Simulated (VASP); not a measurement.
# Be7S (P-6m2) in VASP: notebook

The runs below take Be7S through single point, relaxation of cell and atoms, with PBE.

Program: VASP 6.6.1. These are calculated values, not measurements. Logs are shortened: lines on timing, memory, paths and dates and some standing lists are left out, and cuts for length are marked.

## Step 1: The cell of the first run

It takes space group P-6m2 (No. 187, hexagonal). The conventional cell has a = 4.086 Å, b = 4.086 Å, c = 7.297 Å, α = 90.00°, β = 90.00°, γ = 120.00°. Within 2.8 Å of Be (site symmetry 3m) lie 10 Be at 2.09 to 2.47 Å. Within 2.7 Å of Be (site symmetry mm2) lie 10 Be at 2.04 to 2.30 Å. Within 2.5 Å of Be (site symmetry 3m) lie 1 S at 1.88 Å and 6 Be at 2.13 to 2.47 Å. S (site symmetry -6m2) has 2 Be at 1.88 Å within 2.5 Å.

The cell was built from a structure type or drawn by symmetry, and may not be a known phase.

## Step 2: Single point, PBE

Input file INCAR:

```
SYSTEM = Be7S
  PREC = Accurate
  ENCUT = 520
  EDIFF = 1E-7
  ISMEAR = 0
  SIGMA = 0.1
  LREAL = .FALSE.
  LASPH = .TRUE.
  NELM = 100
  ALGO = Normal
  ISIF = 2
  LWAVE = .FALSE.
  LCHARG = .FALSE.
  GGA = PE
  NBANDS = 20
```

Input file KPOINTS:

```
regular mesh
0
G
  12 12 4
  0 0 0
```

Input file POSCAR:

```
Be7S
1.0
    4.0856307438      0.0000000000      0.0000000000
   -2.0428153719      3.5382600147      0.0000000000
    0.0000000000      0.0000000000      7.2967627639
Be S
7 1
Direct
    0.6666666667      0.3333333333      0.6434510750
    0.6666666667      0.3333333333      0.3565489250
    0.1667068469      0.8332931531      0.5000000000
    0.1667068469      0.3334136939      0.5000000000
    0.6665863061      0.8332931531      0.5000000000
    0.3333333333      0.6666666667      0.7428983805
    0.3333333333      0.6666666667      0.2571016195
    0.3333333333      0.6666666667      0.0000000000
```

Potentials or basis: VASP PAW PBE potentials, release 64 (Be, S).

Started as:

```
$ cat potpaw_PBE.64/Be/POTCAR potpaw_PBE.64/S/POTCAR > POTCAR
$ mpirun -np 1 vasp_std > vasp.out
```

OUTCAR:

```text
SYSTEM = Be7S
   PREC = Accurate
   ENCUT = 520
   EDIFF = 1E-7
   ISMEAR = 0
   LREAL = .FALSE.
   LASPH = .TRUE.
   NELM = 100
   ISIF = 2
   GGA = PE

 ion  position               nearest neighbor table
   1  0.667  0.333  0.643-   2 2.09   4 2.30   5 2.30   3 2.30   3 2.30   4 2.30   5 2.30
   2  0.667  0.333  0.357-   1 2.09   4 2.30   5 2.30   3 2.30   3 2.30   4 2.30   5 2.30
   3  0.167  0.833  0.500-   5 2.04   4 2.04   5 2.04   4 2.04   7 2.13   6 2.13   2 2.30   1 2.30
                             1 2.30   2 2.30
   4  0.167  0.333  0.500-   3 2.04   5 2.04   3 2.04   5 2.04   6 2.13   7 2.13   2 2.30   1 2.30
                             1 2.30   2 2.30
   5  0.667  0.833  0.500-   3 2.04   4 2.04   3 2.04   4 2.04   6 2.13   7 2.13   1 2.30   2 2.30
                             1 2.30   2 2.30
   6  0.333  0.667  0.743-   8 1.88   3 2.13   5 2.13   4 2.13
   7  0.333  0.667  0.257-   8 1.88   3 2.13   5 2.13   4 2.13
   8  0.333  0.667  0.000-   6 1.88   7 1.88

  LATTYP: Found a hexagonal cell.
 ALAT       =     4.0856307438
 C/A-ratio  =     1.7859574742

  Lattice vectors:

 A1 = (   4.0856307438,   0.0000000000,   0.0000000000)
 A2 = (  -2.0428153719,   3.5382600147,   0.0000000000)
 A3 = (   0.0000000000,   0.0000000000,   7.2967627639)

Analysis of symmetry for initial positions (statically):
=====================================================================
 Subroutine PRICEL returns:
 Original cell was already a primitive cell.

 Routine SETGRP: Setting up the symmetry group for a
 hexagonal supercell.

 Subroutine GETGRP returns: Found 12 space group operations
 (whereof 12 operations were pure point group operations)
 out of a pool of 24 trial point group operations.

The static configuration has the point symmetry D_3h.

Analysis of symmetry for dynamics (positions and initial velocities):
=====================================================================
 Subroutine PRICEL returns:
 Original cell was already a primitive cell.

 Routine SETGRP: Setting up the symmetry group for a
 hexagonal supercell.

 Subroutine GETGRP returns: Found 12 space group operations
 (whereof 12 operations were pure point group operations)
 out of a pool of 24 trial point group operations.

The dynamic configuration has the point symmetry D_3h.

 Subroutine INISYM returns: Found 12 space group operations
 (whereof 12 operations are pure point group operations),
 and found     1 'primitive' translations

----------------------------------------------------------------------------------------

                                     Primitive cell

  volume of cell :     105.4822

  direct lattice vectors                    reciprocal lattice vectors
     4.085630744  0.000000000  0.000000000     0.244760249  0.141312396  0.000000000
    -2.042815372  3.538260015  0.000000000     0.000000000  0.282624792  0.000000000
     0.000000000  0.000000000  7.296762764     0.000000000  0.000000000  0.137047076

  length of vectors
     4.085630744  4.085630744  7.296762764     0.282624792  0.282624792  0.137047076

  position of ions in fractional coordinates (direct lattice)
     0.666666667  0.333333333  0.643451075
     0.666666667  0.333333333  0.356548925
     0.166706847  0.833293153  0.500000000
     0.166706847  0.333413694  0.500000000
     0.666586306  0.833293153  0.500000000
     0.333333333  0.666666667  0.742898381
     0.333333333  0.666666667  0.257101619
     0.333333333  0.666666667  0.000000000

  ion indices of the primitive-cell ions
   primitive index   ion index
                 1           1
                 2           2
                 3           3
                 4           4
                 5           5
                 6           6
                 7           7
                 8           8

----------------------------------------------------------------------------------------

 KPOINTS: regular mesh

Automatic generation of k-mesh.
 Grid dimensions read from file:
 generate k-points for:   12   12    4

 Generating k-lattice:

  Cartesian coordinates                     Fractional coordinates (reciprocal lattice)
     0.020396687  0.011776033  0.000000000     0.083333333  0.000000000  0.000000000
     0.000000000  0.023552066  0.000000000     0.000000000  0.083333333  0.000000000
     0.000000000  0.000000000  0.034261769     0.000000000  0.000000000  0.250000000

  Length of vectors
     0.023552066  0.023552066  0.034261769

  Shift w.r.t. Gamma in fractional coordinates (k-lattice)
     0.000000000  0.000000000  0.000000000

 Subroutine IBZKPT returns following result:
 ===========================================

 Found     57 irreducible k-points:

 Following reciprocal coordinates:
            Coordinates               Weight
  0.000000  0.000000  0.000000      1.000000
  0.083333  0.000000  0.000000      6.000000
  0.166667  0.000000  0.000000      6.000000
  0.250000  0.000000  0.000000      6.000000
  0.333333  0.000000  0.000000      6.000000
  0.416667  0.000000  0.000000      6.000000
[... 16 lines left out ...]
  0.250000  0.000000  0.250000     12.000000
  0.333333  0.000000  0.250000     12.000000
 [... further k-points ...]
   k-points           NKPTS =     57   k-points in BZ     NKDIM =     57   number of bands    NBANDS=     20
   number of dos      NEDOS =    301   number of ions     NIONS =      8
   total plane-waves  NPLWV =  48600
   dimension x,y,z NGX =    30 NGY =   30 NGZ =   54
   dimension x,y,z NGXF=    60 NGYF=   60 NGZF=  108
   ions per type =               7   1
   NGX,Y,Z   is equivalent  to a cutoff of  12.21, 12.21, 12.30 a.u.
   NGXF,Y,Z  is equivalent  to a cutoff of  24.41, 24.41, 24.61 a.u.
 SYSTEM =  Be7S
   PREC   = accura    normal or accurate (medium, high low for compatibility)
   ISTART =      0    job   : 0-new  1-cont  2-samecut
   ICHARG =      2    charge: 1-file 2-atom 10-const
   ISPIN  =      1    spin polarized calculation?
   LNONCOLLINEAR =      F non collinear calculations
   LSORBIT =      F    spin-orbit coupling
   LASPH  =      T    aspherical Exc in radial PAW
   ENCUT  =  520.0 eV  38.22 Ry    6.18 a.u.   7.60  7.60 13.57*2*pi/ulx,y,z
   NELM   =    100;   NELMIN=  2; NELMDL= -5     # of ELM steps
   EDIFF  = 0.1E-06   stopping-criterion for ELM
   LREAL  =      F    real-space projection
   EDIFFG = 0.1E-05   stopping-criterion for IOM
   NSW    =      0    number of steps for IOM
   IBRION =     -1    ionic relax: 0-MD 1-quasi-New 2-CG
   NFREE  =      0    steps in history (QN), initial steepest desc. (CG)
   ISIF   =      2    stress and relaxation
   ISYM   =      2    0-nonsym 1-usesym 2-fastsym
   POTIM  = 0.5000    time-step for ionic-motion
   TEBEG  =    0.0;   TEEND  =   0.0 temperature during run
   PSTRESS=    0.0 pullay stress
   NELECT =      20.0000    total number of electrons
   NUPDOWN=      -1.0000    fix difference up-down
   EMIN   =  10.00;   EMAX   =-10.00  energy-range for DOS
   EFERMI =   0.00;   METHOD = LEGACY
   ISMEAR =     0;   SIGMA  =   0.10  broadening in eV -4-tet -1-fermi 0-gaus
   EFERMI_NEDOS =   21; number of points for ismear=-14 and -15
   IALGO  =     38    algorithm
   IMIX   =      4    mixing-type and parameters
     AMIX     =   0.40;   BMIX     =  1.00
     AMIX_MAG =   1.60;   BMIX_MAG =  1.00
  volume/ion in A,a.u.               =      13.19        88.98
  Fermi-wavevector in a.u.,A,eV,Ry     =   0.940499  1.777286 12.034882  0.884539
  Thomas-Fermi vector in A             =   2.067917
   LORBIT       =      0    0 simple, 1 ext, 2 COOP (PROOUT), +10 PAW based schemes
   GGA     = PE    functional components
   LHFCALC =     F    Hartree Fock is set to
   AEXX    =    0.0000 exact exchange contribution
   IVDW    =     0    specifies the selected vdW correction
   LEPSILON=     F    determine dielectric tensor
   LRPA    =     F    only Hartree local field effects (RPA)
 non-spin polarized calculation
 Gauss-broadening in eV      SIGMA  =   0.10
  energy-cutoff  :      520.00
  volume of cell :      105.48
 maximum number of plane-waves:      2901
   NGX = 15   NGY = 15   NGZ = 27

 number of electron      20.0000000 magnetization

 Free energy of the ion-electron system (eV)
  ---------------------------------------------------
  ext. energy  EPLUGINS =         0.00000000
  ---------------------------------------------------
  free energy    TOTEN  =       -28.32317293 eV

  energy without entropy =      -28.31390831  energy(sigma->0) =      -28.31854062

 E-fermi :   3.0652     XC(G=0):  -8.7974

 val. band max:        3.0484260417   @ k =   0.2500   0.1667   0.2500
 cond. band min:       3.1043172661   @ k =   0.1667   0.0833   0.2500
 fundamental gap:      0.0558912244
 Fermi energy:         3.0652133661

 k-point     1 :       0.0000    0.0000    0.0000
  band No.  band energies     occupation
      1      -9.9247      2.00000
      2      -6.1830      2.00000
      3      -3.5137      2.00000
      4      -0.8021      2.00000
      5       0.4872      2.00000
      6       0.5966      2.00000
[... 12 lines left out ...]
     19       8.4880      0.00000
     20      11.1480      0.00000

 k-point     2 :       0.0833    0.0000    0.0000
  band No.  band energies     occupation
      1      -9.9084      2.00000
      2      -6.1274      2.00000
      3      -3.4625      2.00000
      4      -0.7795      2.00000
      5       0.0402      2.00000
      6       0.5342      2.00000
[... 12 lines left out ...]
     19       8.6037      0.00000
     20      10.5306      0.00000
[... 465 lines left out ...]
      3      -2.7975      2.00000
      4      -1.6123      2.00000
      5      -1.1187      2.00000
      6       0.2993      2.00000
[... 12 lines left out ...]
     19       9.7926      0.00000
     20      10.1968      0.00000

 k-point    24 :       0.3333    0.0000    0.2500
  band No.  band energies     occupation
      1      -9.7333      2.00000
      2      -5.3441      2.00000
      3      -2.6587      2.00000
      4      -2.3905      2.00000
      5      -0.9759      2.00000
      6       0.1180      2.00000
[... 12 lines left out ...]
     19      10.0971      0.00000
     20      10.7260      0.00000

 [... further k-points ...]

------------------------ aborting loop because EDIFF is reached ----------------------------------------

  FORCE on cell =-STRESS in cart. coord.  units (eV):
  Direction    XX          YY          ZZ          XY          YZ          ZX
  --------------------------------------------------------------------------------------
  -------------------------------------------------------------------------------------
  Total        0.0416610      0.0416610      0.0245752      0.0000000      0.0000000      0.0000000
  in kB        0.6327924      0.6327924      0.3732751      0.0000000      0.0000000      0.0000000
  external PRESSURE =       0.5462867 kB  Pullay stress =       0.0000000 kB

 VOLUME and BASIS-vectors are now :
 -----------------------------------------------------------------------------
  energy-cutoff  :      520.00
  volume of cell :      105.48
      direct lattice vectors                 reciprocal lattice vectors
     4.085630744  0.000000000  0.000000000     0.244760249  0.141312396  0.000000000
    -2.042815372  3.538260015  0.000000000     0.000000000  0.282624792  0.000000000
     0.000000000  0.000000000  7.296762764     0.000000000  0.000000000  0.137047076

 POSITION                                       TOTAL-FORCE (eV/Angst)
 -----------------------------------------------------------------------------------
      2.04282      1.17942      4.69511         0.000000      0.000000      0.011347
      2.04282      1.17942      2.60165         0.000000      0.000000     -0.011347
     -1.02116      2.94841      3.64838        -0.008306      0.004796     -0.000000
     -0.00000      1.17970      3.64838         0.000000     -0.009592      0.000000
      1.02116      2.94841      3.64838         0.008306      0.004796     -0.000000
     -0.00000      2.35884      5.42075         0.000000      0.000000      0.009480
     -0.00000      2.35884      1.87601         0.000000      0.000000     -0.009480
     -0.00000      2.35884      0.00000         0.000000      0.000000      0.000000
 -----------------------------------------------------------------------------------
    total drift:                                0.000000     -0.000000     -0.000000

  FREE ENERGIE OF THE ION-ELECTRON SYSTEM (eV)
  ---------------------------------------------------
  free  energy   TOTEN  =       -28.3231729303 eV

  energy  without entropy=      -28.3139083146  energy(sigma->0) =      -28.31854062
```

Run time: 1.9 min. Hardware: 1 thread of Intel Xeon Platinum 8259CL at 2.50GHz (Skylake/Cascade Lake), shared host; peak memory 0.25 GiB.

What came out:

- Free energy: -28.3232 eV
- Pressure: 0.1 GPa
- Largest force: 0.011 eV/Å
- Band gap on the k mesh: zero (bands 10 and 11 overlap by 1.45 eV)

Forces in eV/Å, atoms in the order of the input:
```
Be   0.000  0.000  0.011
Be   0.000  0.000 -0.011
Be  -0.008  0.005  0.000
Be   0.000 -0.010  0.000
Be   0.008  0.005  0.000
Be   0.000  0.000  0.009
Be   0.000  0.000 -0.009
S    0.000  0.000  0.000
```

Levels at points of the mesh, in eV from the Fermi level:
```csv
k point,band 8,band 9,band 10,band 11,band 12,band 13
"(0.00, 0.00, 0.00)",-1.39,-1.39,-0.31,1.70,1.70,2.76
"(0.50, 0.00, 0.00)",-2.73,-2.68,-1.45,0.12,1.55,3.41
"(0.00, 0.00, 0.50)",-1.71,-1.71,0.83,2.29,2.29,2.74
"(0.50, 0.00, 0.50)",-2.75,-2.21,-1.02,0.15,1.21,3.15
```

## Step 3: Relaxation of cell and atoms, PBE

Input file INCAR:

```
  PREC = Accurate
  ENCUT = 600
  EDIFF = 1E-6
  ISMEAR = 0
  SIGMA = 0.1
  LREAL = False
  LASPH = True
  NELM = 60
  ALGO = Normal
  ISIF = 3
  LWAVE = False
  LCHARG = False
  GGA = PE
  IBRION = 2
  NSW = 100
  EDIFFG = -0.01
```

Input file KPOINTS:

```
regular mesh
0
Gamma
  12 12 4
```

Input file POSCAR:

```
Be7S
1.0
    4.0811976563      0.0000000000      0.0000000000
   -2.0405988281      3.5344208482      0.0000000000
    0.0000000000      0.0000000000      7.3051966912
Be S
7 1
Direct
    0.6666666667      0.3333333333      0.6443497264
    0.6666666667      0.3333333333      0.3556502736
    0.1666460726      0.8333539274      0.5000000000
    0.1666460726      0.3332921453      0.5000000000
    0.6667078547      0.8333539274      0.5000000000
    0.3333333333      0.6666666667      0.7436725544
    0.3333333333      0.6666666667      0.2563274456
    0.3333333333      0.6666666667      0.0000000000
```

Potentials or basis: VASP PAW PBE potentials, release 64 (Be, S).

Started as:

```
$ cat potpaw_PBE.64/Be/POTCAR potpaw_PBE.64/S/POTCAR > POTCAR
$ mpirun -np 1 vasp_std > vasp.out
```

Wall time 88 s (1 thread of Intel Xeon 6975P-C (Granite Rapids), shared host); peak memory 0.32 GiB.

It converged, with:

| Item | Value |
| --- | --- |
| Free energy | -28.3236 eV |
| Relaxed volume | 13.19 Å³/atom |
| Relaxed cell | a = 4.087 Å, b = 4.087 Å, c = 7.295 Å, α = 90.00°, β = 90.00°, γ = 120.00° |
| Space group after relaxing (to 0.1 Å) | P-6m2 (No. 187) |
| Energy gained by relaxing | 0.2 meV/atom |
| Ionic steps | 5 |
| Pressure after relaxing | 0.0 GPa |
| Largest force after relaxing | 0.007 eV/Å |
| Band gap on the k mesh | zero (bands 10 and 11 overlap by 1.45 eV) |

Forces on the atoms (eV/Å):
```
Be   0.000  0.000 -0.004
Be   0.000  0.000  0.004
Be   0.004 -0.002  0.000
Be   0.000  0.005  0.000
Be  -0.004 -0.002  0.000
Be   0.000  0.000  0.007
Be   0.000  0.000 -0.007
S    0.000  0.000  0.000
```

Step by step:
| step | energy change (eV) | largest force (eV/Å) | pressure (GPa) | volume (Å³) |
| --- | --- | --- | --- | --- |
| 1 | 0.0000 | 0.1154 | 0.06 | 105.38 |
| 2 | -0.0014 | 0.0130 | 0.06 | 105.45 |
| 3 | -0.0014 | 0.0121 | 0.07 | 105.45 |
| 4 | -0.0014 | 0.0131 | 0.07 | 105.46 |
| 5 | -0.0015 | 0.0068 | 0.02 | 105.54 |

Final structure:
```cif
data_structure
_symmetry_space_group_name_H-M 'P 1'
_symmetry_Int_Tables_number 1
_cell_length_a 4.0872
_cell_length_b 4.0872
_cell_length_c 7.2955
_cell_angle_alpha 90.000
_cell_angle_beta 90.000
_cell_angle_gamma 120.000
_cell_volume 105.54
loop_
_atom_site_label
_atom_site_type_symbol
_atom_site_fract_x
_atom_site_fract_y
_atom_site_fract_z
_atom_site_occupancy
Be1 Be 0.66667 0.33333 0.64369 1
Be2 Be 0.66667 0.33333 0.35631 1
Be3 Be 0.16663 0.83337 0.50000 1
Be4 Be 0.16663 0.33326 0.50000 1
Be5 Be 0.66674 0.83337 0.50000 1
Be6 Be 0.33333 0.66667 0.74287 1
Be7 Be 0.33333 0.66667 0.25713 1
S1 S 0.33333 0.66667 0.00000 1
```

Levels at points of the mesh, in eV from the Fermi level:
| k point | band 7 | band 8 | band 9 | band 10 | band 11 | band 12 | band 13 | band 14 |
| --- | --- | --- | --- | --- | --- | --- | --- | --- |
| (0.00, 0.00, 0.00) | -2.47 | -1.39 | -1.39 | -0.30 | 1.69 | 1.69 | 2.75 | 3.03 |
| (0.50, 0.00, 0.00) | -3.00 | -2.72 | -2.68 | -1.45 | 0.12 | 1.56 | 3.40 | 3.45 |
| (0.00, 0.00, 0.50) | -2.29 | -1.71 | -1.71 | 0.84 | 2.28 | 2.28 | 2.74 | 2.74 |
| (0.50, 0.00, 0.50) | -2.88 | -2.75 | -2.21 | -1.02 | 0.15 | 1.21 | 3.14 | 4.31 |
